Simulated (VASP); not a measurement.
Here is a VASP 6.6.1 calculation.

The input INCAR:

```
PREC = Accurate ; ENCUT = 520
EDIFF = 1E-6 ; ISMEAR = -1
SIGMA = 0.05 ; LREAL = False
LASPH = True ; NELM = 80
ALGO = Normal ; ISIF = 2
LWAVE = False ; LCHARG = False
GGA = PE ; NBANDS = 15
```

Contents of KPOINTS:

```
Automatic mesh
0
Gamma
  15 15 15
```

Contents of POSCAR:

```
TaN
1.0
    2.3703813522      0.0000000000      0.0000000000
    0.0000000000      2.3703813522      0.0000000000
    0.0000000000      0.0000000000      2.3703813522
Ta N
1 1
Direct
    0.0000000000      0.0000000000      0.0000000000
    0.5000000000      0.5000000000      0.5000000000
```

Potentials or basis: VASP PAW PBE potentials, release 64 (Ta_pv, N).

Command:

```bash
$ cat potpaw_PBE.64/Ta_pv/POTCAR potpaw_PBE.64/N/POTCAR > POTCAR
$ mpirun -np 1 vasp_std > vasp.out
```

(1) Predict the band gap on the k mesh.

(2) Estimate the pressure.

Answers

(1) zero (band 8 reaches 25.19 eV, above the bottom of band 9 at 11.76 eV).

(2) 374.0 GPa.

Caveat: spin-orbit coupling is left out, which moves the levels of the heavy elements.
